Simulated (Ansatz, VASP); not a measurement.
# One calculation of Si, two programs

```
Si
1.0
     0.00000    2.71692    2.71692
     2.71692    0.00000    2.71692
     2.71692    2.71692    0.00000
Si
2
Direct
  0.75000 0.75000 0.75000
  0.50000 0.50000 0.50000
```

Alike in both runs: functional PBEsol; k mesh 12 × 12 × 12; occupations gaussian, width 0.02 eV; no spin polarisation.

Ansatz relaxed the structure, and its values are those at the end. VASP's run is a single point on that final structure, the one shown.

```csv
,VASP,Ansatz
version,VASP 6.6.1,Ansatz 0.2.0
potentials or method,"VASP PAW PBE potentials, release 64 (Si), cutoff 520 eV","scalar-relativistic, plane waves, PAW"
valence electrons in the cell,8,8
```

```tsv
	VASP	Ansatz	Ansatz less VASP
gap on the k mesh at the Fermi level (eV)	0.46	0.46	+0.005
least direct gap on the mesh (eV)	2.52	2.52	+0.003
pressure (GPa)	0.1	0.0	-0.11
```

VASP's potentials were made for PBE, not for PBEsol.
